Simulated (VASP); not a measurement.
Write the native input for VASP 6.6.1 that does the following.

| Property | Result |
| --- | --- |
| Task | single point |
| Functional | PBE |
| Potentials or basis | VASP PAW PBE potentials, release 64 (Zr_sv, Ti_sv, N) |
| Cutoff | 520 eV |
| k mesh | 16 × 16 × 16 |
| Occupations | gaussian, width 0.1 eV |
| Spin | no spin polarisation |
| Dipole correction | no |
| Further INCAR settings | ALGO = Normal; EDIFF = 1e-07; NBANDS = 34 |

The structure of ZrTi2N3 lies in POSCAR:

```
ZrTi2N3
1.0
   -1.5233810850      1.5233810850      6.4290093592
    1.5233810850     -1.5233810850      6.4290093592
    1.5233810850      1.5233810850     -6.4290093592
Zr Ti N
1 2 3
Direct
    0.0000000000      0.0000000000      0.0000000000
    0.6723577038      0.6723577038      0.0000000000
    0.3276422962      0.3276422962      0.0000000000
    0.1701664017      0.1701664017      0.0000000000
    0.8298335983      0.8298335983      0.0000000000
    0.5000000000      0.5000000000      0.0000000000
```

One way to write it, as run:

INCAR

```
SYSTEM = ZrTi2N3
ALGO = Normal
EDIFF = 1E-7
ENCUT = 520
GGA = PE
ISIF = 2
ISMEAR = 0
LASPH = .True.
LCHARG = .False.
LREAL = .False.
LWAVE = .False.
NBANDS = 34
NELM = 80
PREC = Accurate
SIGMA = 0.1
```

KPOINTS

```
k-points
0
Gamma
  16 16 16
  0 0 0
```

Potentials or basis: VASP PAW PBE potentials, release 64 (Zr_sv, Ti_sv, N).

Command:

```bash
$ cat potpaw_PBE.64/Zr_sv/POTCAR potpaw_PBE.64/Ti_sv/POTCAR potpaw_PBE.64/N/POTCAR > POTCAR
$ mpirun -np 1 vasp_std > vasp.out
```

Results of the run:

```
Pressure               : 18.4 GPa
Largest force          : 0.013 eV/Å
Band gap on the k mesh : zero (an odd number of electrons rules out a gap without spin polarisation)
```

Caveat: the cell stands under pressure.

Run time: 24 min on 1 thread of Intel(R) Xeon(R) 6975P-C (Granite Rapids), with other jobs on the host, peak memory 0.83 GiB.
